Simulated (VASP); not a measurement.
# Ti4C in VASP: single point with PBEsol

Aim: the single point of Ti4C with PBEsol.

Program: VASP 6.6.1. These are calculated values, not measurements. Logs are shortened: lines on timing, memory, paths and dates and some standing lists are left out, and cuts for length are marked.

### Step 1. The cell of the first run

The cell holds a slab with vacuum, 5 atoms: a = 2.868 Å, b = 2.868 Å, c = 25.084 Å, α = 90.00°, β = 90.00°, γ = 90.00°.

### Step 2. Single point, PBEsol

The input, INCAR:

```
ALGO = Normal
DIPOL = 0.5 0.5 0.496
EDIFF = 1E-6
ENCUT = 520
GGA = PS
IDIPOL = 3
ISIF = 2
ISMEAR = 0
LASPH = T
LCHARG = F
LDIPOL = T
LREAL = F
LWAVE = F
NBANDS = 34
NELM = 100
PREC = Accurate
SIGMA = 0.1
```

The input, KPOINTS:

```
k-points
0
Gamma
  10 10 1
```

The input, POSCAR:

```
Ti4C
1.0
    2.8679135958      0.0000000000      0.0000000000
    0.0000000000      2.8679135958      0.0000000000
    0.0000000000      0.0000000000     25.0837634544
Ti C
4 1
Direct
    0.5000000000      0.5000000000      0.3388646212
    0.0000000000      0.0000000000      0.4197105897
    0.5000000000      0.5000000000      0.4987811525
    0.0000000000      0.0000000000      0.5875220928
    0.0000000000      0.5000000000      0.6367962949
```

Potentials or basis: VASP PAW PBE potentials, release 64 (Ti_sv, C).

Command:

```
$ cat potpaw_PBE.64/Ti_sv/POTCAR potpaw_PBE.64/C/POTCAR > POTCAR
$ mpirun -np 1 vasp_std > vasp.out
```

OUTCAR:

```text
EDIFF = 1E-6
   ENCUT = 520
   GGA = PS
   ISIF = 2
   ISMEAR = 0
   LASPH = T
   LREAL = F
   NELM = 100
   PREC = Accurate

 ion  position               nearest neighbor table
   1  0.500  0.500  0.339-   2 2.87   2 2.87   2 2.87   2 2.87
   2  0.000  0.000  0.420-   3 2.84   3 2.84   3 2.84   3 2.84   1 2.87   1 2.87   1 2.87   1 2.87

   3  0.500  0.500  0.499-   2 2.84   2 2.84   2 2.84   2 2.84
   4  0.000  0.000  0.588-   5 1.89   5 1.89
   5  0.000  0.500  0.637-   4 1.89   4 1.89

  LATTYP: Found a simple tetragonal cell.
 ALAT       =     2.8679135958
 C/A-ratio  =     8.7463455981

  Lattice vectors:

 A1 = (   2.8679135958,   0.0000000000,   0.0000000000)
 A2 = (   0.0000000000,   2.8679135958,   0.0000000000)
 A3 = (   0.0000000000,   0.0000000000,  25.0837634544)

Analysis of symmetry for initial positions (statically):
=====================================================================
 Subroutine PRICEL returns:
 Original cell was already a primitive cell.

 Routine SETGRP: Setting up the symmetry group for a
 simple tetragonal supercell.

 Subroutine GETGRP returns: Found  4 space group operations
 (whereof  4 operations were pure point group operations)
 out of a pool of 16 trial point group operations.

The static configuration has the point symmetry C_2v.

Analysis of symmetry for dynamics (positions and initial velocities):
=====================================================================
 Subroutine PRICEL returns:
 Original cell was already a primitive cell.

 Routine SETGRP: Setting up the symmetry group for a
 simple tetragonal supercell.

 Subroutine GETGRP returns: Found  4 space group operations
 (whereof  4 operations were pure point group operations)
 out of a pool of 16 trial point group operations.

The dynamic configuration has the point symmetry C_2v.

 Subroutine INISYM returns: Found  4 space group operations
 (whereof  4 operations are pure point group operations),
 and found     1 'primitive' translations

----------------------------------------------------------------------------------------

                                     Primitive cell

  volume of cell :     206.3122

  direct lattice vectors                    reciprocal lattice vectors
     2.867913596  0.000000000  0.000000000     0.348685540  0.000000000  0.000000000
     0.000000000  2.867913596  0.000000000     0.000000000  0.348685540  0.000000000
     0.000000000  0.000000000 25.083763454     0.000000000  0.000000000  0.039866426

  length of vectors
     2.867913596  2.867913596 25.083763454     0.348685540  0.348685540  0.039866426

  position of ions in fractional coordinates (direct lattice)
     0.500000000  0.500000000  0.338864621
     0.000000000  0.000000000  0.419710590
     0.500000000  0.500000000  0.498781153
     0.000000000  0.000000000  0.587522093
     0.000000000  0.500000000  0.636796295

  ion indices of the primitive-cell ions
   primitive index   ion index
                 1           1
                 2           2
                 3           3
                 4           4
                 5           5

----------------------------------------------------------------------------------------

 KPOINTS: k-points

Automatic generation of k-mesh.
 Grid dimensions read from file:
 generate k-points for:   10   10    1

 Generating k-lattice:

  Cartesian coordinates                     Fractional coordinates (reciprocal lattice)
     0.034868554  0.000000000  0.000000000     0.100000000  0.000000000  0.000000000
     0.000000000  0.034868554  0.000000000     0.000000000  0.100000000  0.000000000
     0.000000000  0.000000000  0.039866426     0.000000000  0.000000000  1.000000000

  Length of vectors
     0.034868554  0.034868554  0.039866426

  Shift w.r.t. Gamma in fractional coordinates (k-lattice)
     0.000000000  0.000000000  0.000000000

 Subroutine IBZKPT returns following result:
 ===========================================

 Found     36 irreducible k-points:

 Following reciprocal coordinates:
            Coordinates               Weight
  0.000000  0.000000  0.000000      1.000000
  0.100000  0.000000  0.000000      2.000000
  0.000000  0.100000  0.000000      2.000000
  0.200000  0.000000  0.000000      2.000000
  0.000000  0.200000  0.000000      2.000000
  0.300000  0.000000  0.000000      2.000000
[... 16 lines left out ...]
 -0.200000  0.300000  0.000000      4.000000
  0.400000  0.200000  0.000000      4.000000
 [... further k-points ...]
   k-points           NKPTS =     36   k-points in BZ     NKDIM =     36   number of bands    NBANDS=     34
   number of dos      NEDOS =    301   number of ions     NIONS =      5
   total plane-waves  NPLWV = 110592
   dimension x,y,z NGX =    24 NGY =   24 NGZ =  192
   dimension x,y,z NGXF=    48 NGYF=   48 NGZF=  384
   ions per type =               4   1
   NGX,Y,Z   is equivalent  to a cutoff of  13.91, 13.91, 12.73 a.u.
   NGXF,Y,Z  is equivalent  to a cutoff of  27.82, 27.82, 25.45 a.u.
 SYSTEM =  unknown system
   PREC   = accura    normal or accurate (medium, high low for compatibility)
   ISTART =      0    job   : 0-new  1-cont  2-samecut
   ICHARG =      2    charge: 1-file 2-atom 10-const
   ISPIN  =      1    spin polarized calculation?
   LNONCOLLINEAR =      F non collinear calculations
   LSORBIT =      F    spin-orbit coupling
   LASPH  =      T    aspherical Exc in radial PAW
   ENCUT  =  520.0 eV  38.22 Ry    6.18 a.u.   5.33  5.33 46.64*2*pi/ulx,y,z
   NELM   =    100;   NELMIN=  2; NELMDL= -5     # of ELM steps
   EDIFF  = 0.1E-05   stopping-criterion for ELM
   LREAL  =      F    real-space projection
   EDIFFG = 0.1E-04   stopping-criterion for IOM
   NSW    =      0    number of steps for IOM
   IBRION =     -1    ionic relax: 0-MD 1-quasi-New 2-CG
   NFREE  =      0    steps in history (QN), initial steepest desc. (CG)
   ISIF   =      2    stress and relaxation
   ISYM   =      2    0-nonsym 1-usesym 2-fastsym
   POTIM  = 0.5000    time-step for ionic-motion
   TEBEG  =    0.0;   TEEND  =   0.0 temperature during run
   PSTRESS=    0.0 pullay stress
   NELECT =      52.0000    total number of electrons
   NUPDOWN=      -1.0000    fix difference up-down
   EMIN   =  10.00;   EMAX   =-10.00  energy-range for DOS
   EFERMI =   0.00;   METHOD = LEGACY
   ISMEAR =     0;   SIGMA  =   0.10  broadening in eV -4-tet -1-fermi 0-gaus
   EFERMI_NEDOS =   21; number of points for ismear=-14 and -15
   IALGO  =     38    algorithm
   IMIX   =      4    mixing-type and parameters
     AMIX     =   0.40;   BMIX     =  1.00
     AMIX_MAG =   1.60;   BMIX_MAG =  1.00
  volume/ion in A,a.u.               =      41.26       278.45
  Fermi-wavevector in a.u.,A,eV,Ry     =   1.034112  1.954189 14.549908  1.069388
  Thomas-Fermi vector in A             =   2.168392
   LORBIT       =      0    0 simple, 1 ext, 2 COOP (PROOUT), +10 PAW based schemes
   GGA     = PS    functional components
   LHFCALC =     F    Hartree Fock is set to
   AEXX    =    0.0000 exact exchange contribution
   IVDW    =     0    specifies the selected vdW correction
   LEPSILON=     F    determine dielectric tensor
   LRPA    =     F    only Hartree local field effects (RPA)
 non-spin polarized calculation
 Gauss-broadening in eV      SIGMA  =   0.10
  energy-cutoff  :      520.00
  volume of cell :      206.31
 maximum number of plane-waves:      5597
 NGX is ok and might be reduce to    24
   NGX = 11   NGY = 11   NGZ = 93

 dipolmoment           0.000000      0.000000     -0.042538 electrons x Angstroem

 number of electron      52.0000008 magnetization

 dipolmoment           0.000000      0.000000      0.110141 electrons x Angstroem

 Free energy of the ion-electron system (eV)
  ---------------------------------------------------
  ext. energy  EPLUGINS =         0.00000000
  ---------------------------------------------------
  free energy    TOTEN  =       -38.10177857 eV

  energy without entropy =      -38.05626567  energy(sigma->0) =      -38.07902212

 E-fermi :  -0.4341     XC(G=0):  -5.0659

 val. band max:       -0.4406753168   @ k =   0.1000   0.0000   0.0000
 cond. band min:      -0.4335843433   @ k =   0.4000   0.1000   0.0000
 fundamental gap:      0.0070909736
 Fermi energy:        -0.4341314454

 k-point     1 :       0.0000    0.0000    0.0000
  band No.  band energies     occupation
      1     -57.0246      2.00000
      2     -56.7831      2.00000
      3     -56.6619      2.00000
      4     -56.1226      2.00000
      5     -33.5343      2.00000
      6     -33.2544      2.00000
[... 26 lines left out ...]
     33       1.7028      0.00000
     34       1.7088      0.00000

 k-point     2 :       0.1000    0.0000    0.0000
  band No.  band energies     occupation
      1     -57.0193      2.00000
      2     -56.7763      2.00000
      3     -56.6599      2.00000
      4     -56.1179      2.00000
      5     -33.5266      2.00000
      6     -33.2641      2.00000
[... 26 lines left out ...]
     33       1.5850      0.00000
     34       1.7366      0.00000

 k-point     3 :       0.0000    0.1000    0.0000
  band No.  band energies     occupation
      1     -57.0193      2.00000
      2     -56.7763      2.00000
      3     -56.6599      2.00000
      4     -56.1172      2.00000
      5     -33.5265      2.00000
      6     -33.2646      2.00000
[... 26 lines left out ...]
     33       1.5591      0.00000
     34       1.6197      0.00000

 k-point     4 :       0.2000    0.0000    0.0000
  band No.  band energies     occupation
      1     -57.0054      2.00000
      2     -56.7577      2.00000
      3     -56.6554      2.00000
      4     -56.1057      2.00000
      5     -33.5106      2.00000
      6     -33.3186      2.00000
[... 26 lines left out ...]
     33       1.2953      0.00000
     34       2.0303      0.00000

 k-point     5 :       0.0000    0.2000    0.0000
  band No.  band energies     occupation
      1     -57.0053      2.00000
      2     -56.7578      2.00000
      3     -56.6555      2.00000
      4     -56.1032      2.00000
      5     -33.5100      2.00000
      6     -33.3267      2.00000
[... 621 lines left out ...]
 k-point    22 :       0.3000    0.2000    0.0000
  band No.  band energies     occupation
      1     -56.9709      2.00000
      2     -56.7116      2.00000
      3     -56.6404      2.00000
      4     -56.0712      2.00000
      5     -33.4760      2.00000
      6     -33.3901      2.00000
[... 26 lines left out ...]
     33       1.2642      0.00000
     34       1.6460      0.00000

 k-point    23 :      -0.2000    0.3000    0.0000
  band No.  band energies     occupation
      1     -56.9709      2.00000
      2     -56.7117      2.00000
      3     -56.6404      2.00000
      4     -56.0689      2.00000
      5     -33.4745      2.00000
      6     -33.4077      2.00000
[... 26 lines left out ...]
     33       1.2573      0.00000
     34       1.2841      0.00000

 k-point    24 :       0.4000    0.2000    0.0000
  band No.  band energies     occupation
      1     -56.9577      2.00000
      2     -56.6914      2.00000
      3     -56.6370      2.00000
      4     -56.0589      2.00000
      5     -33.4909      2.00000
      6     -33.4830      2.00000
[... 26 lines left out ...]
     33       1.4181      0.00000
     34       1.9158      0.00000

 [... further k-points ...]

------------------------ aborting loop because EDIFF is reached ----------------------------------------

 vacuum level on the upper side and lower side of the slab       (xc-potential included)         1.092        -1.195

  FORCE on cell =-STRESS in cart. coord.  units (eV):
  Direction    XX          YY          ZZ          XY          YZ          ZX
  --------------------------------------------------------------------------------------
  -------------------------------------------------------------------------------------
  Total       -2.1447831      1.9474751     -1.2960219      0.0000000      0.0000000      0.0000000
  in kB      -16.6559394     15.1236867    -10.0646365      0.0000000      0.0000000      0.0000000
  external PRESSURE =      -3.8656297 kB  Pullay stress =       0.0000000 kB

 VOLUME and BASIS-vectors are now :
 -----------------------------------------------------------------------------
  energy-cutoff  :      520.00
  volume of cell :      206.31
      direct lattice vectors                 reciprocal lattice vectors
     2.867913596  0.000000000  0.000000000     0.348685540  0.000000000  0.000000000
     0.000000000  2.867913596  0.000000000     0.000000000  0.348685540  0.000000000
     0.000000000  0.000000000 25.083763454     0.000000000  0.000000000  0.039866426

 POSITION                                       TOTAL-FORCE (eV/Angst)
 -----------------------------------------------------------------------------------
      1.43396      1.43396      8.50000         0.000000      0.000000      0.615903
      0.00000      0.00000     10.52792         0.000000      0.000000     -0.603729
      1.43396      1.43396     12.51131         0.000000      0.000000     -0.001914
      0.00000      0.00000     14.73727         0.000000      0.000000     -0.026737
      0.00000      1.43396     15.97325         0.000000      0.000000      0.016477
 -----------------------------------------------------------------------------------
    total drift:                                0.000000     -0.000000     -0.000134

  FREE ENERGIE OF THE ION-ELECTRON SYSTEM (eV)
  ---------------------------------------------------
  free  energy   TOTEN  =       -38.1017785737 eV

  energy  without entropy=      -38.0562656692  energy(sigma->0) =      -38.07902212

 vacuum level on the upper side and lower side of the slab         6.050         3.627
```

Run time: 7.8 min. Hardware: 1 thread of Intel Xeon 8259CL, shared host; peak memory 0.42 GiB.

Results:

| Property | Result |
| --- | --- |
| Free energy | -38.1018 eV |
| Largest force | 0.616 eV/Å |
| Band gap on the k mesh | zero (bands 26 and 27 overlap by 0.48 eV) |

Forces on the atoms (eV/Å):
```
Ti   0.000  0.000  0.616
Ti   0.000  0.000 -0.604
Ti   0.000  0.000 -0.002
Ti   0.000  0.000 -0.027
C    0.000  0.000  0.016
```

Caveat: the PAW data sets were made with another functional, which shifts forces and pressure a little.
